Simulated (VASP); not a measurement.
# Au (Fm-3m) in VASP: further runs

Au is run at these levels: r2SCAN; tasks: single point.

All numbers are computed with VASP 6.6.1; they aren't measurements. Logs are shortened: lines on timing, memory, paths and dates and some standing lists are left out, and cuts for length are marked.

## Step 1: The cell of the first run

It takes space group Fm-3m (No. 225, cubic). The conventional cell has a = 4.166 Å, b = 4.166 Å, c = 4.166 Å, α = 90.00°, β = 90.00°, γ = 90.00°. Within 3.9 Å of Au (site symmetry m-3m) lie 12 Au at 2.95 Å.

## Step 2: Single point, r2SCAN (equal strain along all axes, cell held: +1.0 %)

POSCAR

```
Au
1.0
    2.0828117452      2.0828117452      0.0000000000
   -2.0828117452      2.0828117452      0.0000000000
    0.0000000000      0.0000000000      4.1656234904
Au
2
Direct
    0.0000000000      0.0000000000      0.0000000000
    0.5000000000      0.5000000000      0.5000000000
```

INCAR.step1

```
PREC = Accurate
ENCUT = 520
ISMEAR = 0
SIGMA = 0.1
LREAL = False
LASPH = True
NELM = 60
NBANDS = 18
GGA = PE
ALGO = Normal
EDIFF = 1E-4
LWAVE = True
LCHARG = False
```

INCAR.step2

```
PREC = Accurate
ENCUT = 520
EDIFF = 1E-6
ISMEAR = 0
SIGMA = 0.1
LREAL = False
LASPH = True
NELM = 60
ALGO = Normal
ISIF = 2
LWAVE = False
LCHARG = False
METAGGA = R2SCAN
LMIXTAU = True
NBANDS = 18
ISTART = 1
```

KPOINTS

```
regular mesh
0
Gamma
  18 18 12
```

Potentials or basis: VASP PAW PBE potentials, release 64 (Au).

The run is started by

```
> cat potpaw_PBE.64/Au/POTCAR > POTCAR
> cp INCAR.step1 INCAR
> mpirun -np 1 vasp_std > vasp.out
> cp INCAR.step2 INCAR
> mpirun -np 1 vasp_std > vasp.out
```

OUTCAR:

```text
PREC = Accurate
   ENCUT = 520
   EDIFF = 1E-6
   ISMEAR = 0
   LREAL = False
   LASPH = True
   NELM = 60
   ISIF = 2
   METAGGA = R2SCAN
   ISTART = 1

 ion  position               nearest neighbor table
   1  0.000  0.000  0.000-   2 2.95   2 2.95   2 2.95   2 2.95   2 2.95   2 2.95   2 2.95   2 2.95

   2  0.500  0.500  0.500-   1 2.95   1 2.95   1 2.95   1 2.95   1 2.95   1 2.95   1 2.95   1 2.95

  LATTYP: Found a simple tetragonal cell.
 ALAT       =     2.9455406179
 C/A-ratio  =     1.4142135624

  Lattice vectors:

 A1 = (   2.0828117452,   2.0828117452,   0.0000000000)
 A2 = (  -2.0828117452,   2.0828117452,   0.0000000000)
 A3 = (   0.0000000000,   0.0000000000,   4.1656234904)

Analysis of symmetry for initial positions (statically):
=====================================================================
 Subroutine PRICEL returns following result:

  LATTYP: Found a face centered cubic cell.
 ALAT       =     4.1656234904

  Lattice vectors:

 A1 = (   0.0000000000,  -2.0828117452,  -2.0828117452)
 A2 = (   2.0828117452,   0.0000000000,  -2.0828117452)
 A3 = (   2.0828117452,  -2.0828117452,  -0.0000000000)

   2 primitive cells build up your supercell.

 Routine SETGRP: Setting up the symmetry group for a
 simple tetragonal supercell.

 Subroutine GETGRP returns: Found 16 space group operations
 (whereof 16 operations were pure point group operations)
 out of a pool of 16 trial point group operations.

The static configuration has the point symmetry D_4h.

Analysis of symmetry for dynamics (positions and initial velocities):
=====================================================================
 Subroutine PRICEL returns following result:

  LATTYP: Found a face centered cubic cell.
 ALAT       =     4.1656234904

  Lattice vectors:

 A1 = (   0.0000000000,  -2.0828117452,  -2.0828117452)
 A2 = (   2.0828117452,   0.0000000000,  -2.0828117452)
 A3 = (   2.0828117452,  -2.0828117452,  -0.0000000000)

   2 primitive cells build up your supercell.

 Routine SETGRP: Setting up the symmetry group for a
 simple tetragonal supercell.

 Subroutine GETGRP returns: Found 16 space group operations
 (whereof 16 operations were pure point group operations)
 out of a pool of 16 trial point group operations.

The dynamic configuration has the point symmetry D_4h.

 Subroutine INISYM returns: Found 16 space group operations
 (whereof 16 operations are pure point group operations),
 and found     2 'primitive' translations

----------------------------------------------------------------------------------------

                                     Primitive cell

  volume of cell :      18.0709

  direct lattice vectors                    reciprocal lattice vectors
     0.000000000 -2.082811745 -2.082811745    -0.240060102 -0.240060102 -0.240060102
     2.082811745  0.000000000 -2.082811745     0.240060102  0.240060102 -0.240060102
     2.082811745 -2.082811745 -0.000000000     0.240060102 -0.240060102  0.240060102

  length of vectors
     2.945540618  2.945540618  2.945540618     0.415796294  0.415796294  0.415796294

  position of ions in fractional coordinates (direct lattice)
     0.000000000  0.000000000  0.000000000

  ion indices of the primitive-cell ions
   primitive index   ion index
                 1           1

----------------------------------------------------------------------------------------

 KPOINTS: regular mesh

Automatic generation of k-mesh.
 Grid dimensions read from file:
 generate k-points for:   18   18   12

 Generating k-lattice:

  Cartesian coordinates                     Fractional coordinates (reciprocal lattice)
     0.013336672  0.013336672  0.000000000     0.055555556  0.000000000  0.000000000
    -0.013336672  0.013336672  0.000000000     0.000000000  0.055555556  0.000000000
     0.000000000  0.000000000  0.020005009     0.000000000  0.000000000  0.083333333

  Length of vectors
     0.018860903  0.018860903  0.020005009

  Shift w.r.t. Gamma in fractional coordinates (k-lattice)
     0.000000000  0.000000000  0.000000000

 Subroutine IBZKPT returns following result:
 ===========================================

 Found    385 irreducible k-points:

 Following reciprocal coordinates:
            Coordinates               Weight
  0.000000  0.000000  0.000000      1.000000
  0.055556  0.000000  0.000000      4.000000
  0.111111  0.000000  0.000000      4.000000
  0.166667  0.000000  0.000000      4.000000
  0.222222  0.000000  0.000000      4.000000
  0.277778  0.000000  0.000000      4.000000
[... 16 lines left out ...]
  0.277778  0.111111  0.000000      8.000000
  0.333333  0.111111  0.000000      8.000000
 [... further k-points ...]
   k-points           NKPTS =    385   k-points in BZ     NKDIM =    385   number of bands    NBANDS=     18
   number of dos      NEDOS =    301   number of ions     NIONS =      2
   total plane-waves  NPLWV =  18432
   dimension x,y,z NGX =    24 NGY =   24 NGZ =   32
   dimension x,y,z NGXF=    48 NGYF=   48 NGZF=   64
   ions per type =               2
   NGX,Y,Z   is equivalent  to a cutoff of  13.55, 13.55, 12.77 a.u.
   NGXF,Y,Z  is equivalent  to a cutoff of  27.09, 27.09, 25.54 a.u.
 SYSTEM =  unknown system
   PREC   = accura    normal or accurate (medium, high low for compatibility)
   ISTART =      1    job   : 0-new  1-cont  2-samecut
   ICHARG =      0    charge: 1-file 2-atom 10-const
   ISPIN  =      1    spin polarized calculation?
   LNONCOLLINEAR =      F non collinear calculations
   LSORBIT =      F    spin-orbit coupling
   LASPH  =      T    aspherical Exc in radial PAW
   ENCUT  =  520.0 eV  38.22 Ry    6.18 a.u.   5.48  5.48  7.75*2*pi/ulx,y,z
   NELM   =     60;   NELMIN=  2; NELMDL=  0     # of ELM steps
   EDIFF  = 0.1E-05   stopping-criterion for ELM
   LREAL  =      F    real-space projection
[... 7 lines left out ...]
   TEBEG  =    0.0;   TEEND  =   0.0 temperature during run
   PSTRESS=    0.0 pullay stress
   NELECT =      22.0000    total number of electrons
   NUPDOWN=      -1.0000    fix difference up-down
   EMIN   =  10.00;   EMAX   =-10.00  energy-range for DOS
   EFERMI =   0.00;   METHOD = LEGACY
   ISMEAR =     0;   SIGMA  =   0.10  broadening in eV -4-tet -1-fermi 0-gaus
   EFERMI_NEDOS =   21; number of points for ismear=-14 and -15
   IALGO  =     38    algorithm
   IMIX   =      4    mixing-type and parameters
     AMIX     =   0.40;   BMIX     =  1.00
     AMIX_MAG =   1.60;   BMIX_MAG =  1.00
  volume/ion in A,a.u.               =      18.07       121.95
  Fermi-wavevector in a.u.,A,eV,Ry     =   1.387434  2.621870 26.190854  1.924973
  Thomas-Fermi vector in A             =   2.511656
   LORBIT       =      0    0 simple, 1 ext, 2 COOP (PROOUT), +10 PAW based schemes
   METAGGA = R2SCAN    functional components
   LHFCALC =     F    Hartree Fock is set to
   AEXX    =    0.0000 exact exchange contribution
   IVDW    =     0    specifies the selected vdW correction
   LEPSILON=     F    determine dielectric tensor
   LRPA    =     F    only Hartree local field effects (RPA)
 non-spin polarized calculation
 Gauss-broadening in eV      SIGMA  =   0.10
  energy-cutoff  :      520.00
  volume of cell :       36.14
 maximum number of plane-waves:       999
 NGX is ok and might be reduce to    24

 number of electron      21.9999995 magnetization

 Free energy of the ion-electron system (eV)
  ---------------------------------------------------
  ext. energy  EPLUGINS =         0.00000000
  ---------------------------------------------------
  free energy    TOTEN  =      -101.17927297 eV

  energy without entropy =     -101.17639778  energy(sigma->0) =     -101.17783537

 E-fermi :   8.3959     XC(G=0): -13.2150

 val. band max:        8.3933539190   @ k =   0.3889   0.2222   0.4167
 cond. band min:       8.4192902931   @ k =   0.4444   0.3333   0.1667
 fundamental gap:      0.0259363741
 Fermi energy:         8.3959095434

 k-point     1 :       0.0000    0.0000    0.0000
  band No.  band energies     occupation
      1      -1.0791      2.00000
      2       1.5872      2.00000
      3       1.8371      2.00000
      4       3.7456      2.00000
      5       3.7456      2.00000
      6       3.7471      2.00000
[... 10 lines left out ...]
     17      25.7831      0.00000
     18      27.4908      0.00000

 k-point     2 :       0.0556    0.0000    0.0000
  band No.  band energies     occupation
      1      -1.0081      2.00000
      2       1.6315      2.00000
      3       1.8764      2.00000
      4       3.7210      2.00000
      5       3.7666      2.00000
      6       3.7772      2.00000
[... 10 lines left out ...]
     17      26.0624      0.00000
     18      27.0425      0.00000

 k-point     3 :       0.1111    0.0000    0.0000
  band No.  band energies     occupation
      1      -0.7983      2.00000
      2       1.7441      2.00000
      3       2.0076      2.00000
      4       3.6516      2.00000
      5       3.8290      2.00000
      6       3.8598      2.00000
[... 10 lines left out ...]
     17      26.0168      0.00000
     18      26.5013      0.00000

 k-point     4 :       0.1667    0.0000    0.0000
  band No.  band energies     occupation
      1      -0.4595      2.00000
      2       1.8864      2.00000
      3       2.2469      2.00000
      4       3.5499      2.00000
      5       3.9311      2.00000
      6       3.9690      2.00000
[... 375 lines left out ...]
      4       3.2250      2.00000
      5       4.1836      2.00000
      6       4.2805      2.00000
[... 10 lines left out ...]
     17      24.4131      0.00000
     18      26.2390      0.00000

 k-point    23 :       0.2778    0.1111    0.0000
  band No.  band energies     occupation
      1       0.7664      2.00000
      2       2.4405      2.00000
      3       2.9439      2.00000
      4       3.1036      2.00000
      5       4.0217      2.00000
      6       4.1026      2.00000
[... 10 lines left out ...]
     17      23.5626      0.00000
     18      26.7063      0.00000

 k-point    24 :       0.3333    0.1111    0.0000
  band No.  band energies     occupation
      1       1.3197      2.00000
      2       2.6376      2.00000
      3       3.0095      2.00000
      4       3.1493      2.00000
      5       3.6671      2.00000
      6       3.9390      2.00000
[... 10 lines left out ...]
     17      22.4328      0.00000
     18      25.9819      0.00000

 [... further k-points ...]
[... 5 lines left out ...]
  --------------------------------------------------------------------------------------
  -------------------------------------------------------------------------------------
  Total       -0.8734009     -0.8734009     -0.9408417      0.0000000     -0.0000000     -0.0000000
  in kB      -38.7181138    -38.7181138    -41.7077819      0.0000000     -0.0000000     -0.0000000
  external PRESSURE =     -39.7146698 kB  Pullay stress =       0.0000000 kB

 VOLUME and BASIS-vectors are now :
 -----------------------------------------------------------------------------
  energy-cutoff  :      520.00
  volume of cell :       36.14
      direct lattice vectors                 reciprocal lattice vectors
     2.082811745  2.082811745  0.000000000     0.240060102  0.240060102  0.000000000
    -2.082811745  2.082811745  0.000000000    -0.240060102  0.240060102  0.000000000
     0.000000000  0.000000000  4.165623490     0.000000000  0.000000000  0.240060102

 POSITION                                       TOTAL-FORCE (eV/Angst)
 -----------------------------------------------------------------------------------
      0.00000      0.00000      0.00000        -0.000000      0.000000      0.000000
      0.00000      2.08281      2.08281         0.000000     -0.000000     -0.000000
 -----------------------------------------------------------------------------------
    total drift:                               -0.000000      0.000000     -0.000000

  FREE ENERGIE OF THE ION-ELECTRON SYSTEM (eV)
  ---------------------------------------------------
  free  energy   TOTEN  =      -101.1792729731 eV

  energy  without entropy=     -101.1763977751  energy(sigma->0) =     -101.17783537
```

Wall time 3.9 min (1 thread of Intel Xeon 6975P-C (Granite Rapids), shared host); peak memory 0.31 GiB.

What came out:

* Free energy: -101.1793 eV
* Pressure: -4.0 GPa
* Band gap on the k mesh: zero (band 11 reaches 13.05 eV, above the bottom of band 12 at 5.64 eV)

Levels at points of the mesh, in eV from the Fermi level:
```
           k point  band 9  band 10  band 11  band 12  band 13  band 14
(0.00, 0.00, 0.00)   -2.20    -1.84    -1.84     1.34     5.51    10.33
(0.50, 0.00, 0.00)   -3.25    -3.25    -0.41    -0.41     8.61     8.61
(0.50, 0.50, 0.00)   -1.84    -1.84     1.35     1.35     5.51     5.51
(0.00, 0.00, 0.50)   -3.49    -3.49    -2.76    -2.76    14.95    14.95
(0.50, 0.00, 0.50)   -2.14    -2.14    -0.54    -0.54     2.84     2.84
(0.50, 0.50, 0.50)   -1.83    -1.83     4.60     4.60     6.41     6.41
```

Caveat: the cell differs from its parent crystal (equal strain along all axes, cell held: +1.0 %); the PAW data sets were made with another functional, which shifts forces and pressure a little; spin-orbit coupling is left out, which moves the levels of the heavy elements.

## Step 3: Single point, r2SCAN

This run uses another cell than the first one: it holds 1 atom, not 2.

POSCAR

```
Au
1.0
    0.0000000000      1.9222023434      1.9222023434
    1.9222023434      0.0000000000      1.9222023434
    1.9222023434      1.9222023434      0.0000000000
Au
1
Direct
    0.0000000000      0.0000000000      0.0000000000
```

Changes to INCAR.step1 since step 2:

```diff
@@ -6,4 +6,4 @@
 LASPH = True
-NELM = 60
-NBANDS = 18
+NELM = 80
+NBANDS = 12
 GGA = PE
```

Changes to INCAR.step2 since step 2:

```diff
@@ -7,3 +7,3 @@
 LASPH = True
-NELM = 60
+NELM = 80
 ALGO = Normal
@@ -14,3 +14,3 @@
 LMIXTAU = True
-NBANDS = 18
+NBANDS = 12
 ISTART = 1
```

KPOINTS

```
Automatic mesh
0
Gamma
  18 18 18
```

Potentials or basis: VASP PAW PBE potentials, release 64 (Au).

The run is started by

```
> cat potpaw_PBE.64/Au/POTCAR > POTCAR
> cp INCAR.step1 INCAR
> mpirun -np 1 vasp_std > vasp.out
> cp INCAR.step2 INCAR
> mpirun -np 1 vasp_std > vasp.out
```

It took 2.4 min on 1 thread of Intel Xeon 8259CL, shared host; peak memory 0.15 GiB.

The run converged. Its results:

| Item | Value |
| --- | --- |
| Free energy | -50.0865 eV |
| Pressure | 61.3 GPa |

Levels at points of the mesh, in eV from the Fermi level:
```
           k point  band 4  band 5  band 6  band 7  band 8  band 9
(0.00, 0.00, 0.00)   -6.20   -4.08   -4.08   14.78   20.02   20.02
(0.50, 0.00, 0.00)   -2.37   -2.37   -1.83    4.27   14.33   19.24
(0.50, 0.50, 0.00)   -1.90   -1.90    0.54    7.67   10.98   10.98
```

Caveat: the PAW data sets were made with another functional, which shifts forces and pressure a little; spin-orbit coupling is left out, which moves the levels of the heavy elements.

## Step 4: Single point, r2SCAN

This run uses another cell than the first one: it holds 1 atom, not 2.

POSCAR

```
Au
1.0
    0.0000000000      1.9735917365      1.9735917365
    1.9735917365      0.0000000000      1.9735917365
    1.9735917365      1.9735917365      0.0000000000
Au
1
Direct
    0.0000000000      0.0000000000      0.0000000000
```

INCAR.step1

```
PREC     = Accurate       # precision mode
ENCUT    = 520            # plane-wave cutoff, eV
ISMEAR   = 0              # smearing method
SIGMA    = 0.1            # smearing width, eV
LREAL    = False          # projectors in reciprocal space
LASPH    = True           # aspherical terms in the spheres
NELM     = 80             # most SCF steps
NBANDS   = 12             # bands
GGA      = PE             # functional
ALGO     = Normal         # electronic algorithm
EDIFF    = 1E-4           # SCF threshold, eV
LWAVE    = True           # write WAVECAR
LCHARG   = False          # write CHGCAR
```

INCAR.step2

```
PREC     = Accurate       # precision mode
ENCUT    = 520            # plane-wave cutoff, eV
EDIFF    = 1E-7           # SCF threshold, eV
ISMEAR   = 0              # smearing method
SIGMA    = 0.1            # smearing width, eV
LREAL    = False          # projectors in reciprocal space
LASPH    = True           # aspherical terms in the spheres
NELM     = 80             # most SCF steps
ALGO     = Normal         # electronic algorithm
ISIF     = 2              # what is computed and relaxed
LWAVE    = False          # write WAVECAR
LCHARG   = True           # write CHGCAR
METAGGA  = R2SCAN         # meta-GGA
LMIXTAU  = True         
LELF     = True           # ELF
LVHAR    = True         
NBANDS   = 12             # bands
ISTART   = 1
```

KPOINTS is that of step 3.

The run is started by

```
> cat potpaw_PBE.64/Au/POTCAR > POTCAR
> cp INCAR.step1 INCAR
> mpirun -np 1 vasp_std > vasp.out
> cp INCAR.step2 INCAR
> mpirun -np 1 vasp_std > vasp.out
```

Run time: 2.6 min. Hardware: 1 thread of Intel Xeon 8259CL, shared host; peak memory 0.17 GiB.

The run converged. Its results:

```yaml
Free_energy: -50.4148 eV
Pressure: 30.7 GPa
```

Levels at points of the mesh, in eV from the Fermi level:
```
           k point  band 2  band 3  band 4  band 5  band 6  band 7  band 8  band 9  band 10  band 11
(0.00, 0.00, 0.00)   -5.60   -5.60   -5.60   -3.76   -3.76   15.08   19.83   19.83    19.83    25.50
(0.50, 0.00, 0.00)   -5.67   -5.67   -2.26   -2.26   -1.36    3.77   14.60   18.71    18.71    27.59
(0.50, 0.50, 0.00)   -8.12   -2.33   -1.85   -1.85    0.83    6.92   10.81   10.81    19.26    22.09
```

Caveat: the PAW data sets were made with another functional, which shifts forces and pressure a little; spin-orbit coupling is left out, which moves the levels of the heavy elements.

(Continued in part 2 of 2.)
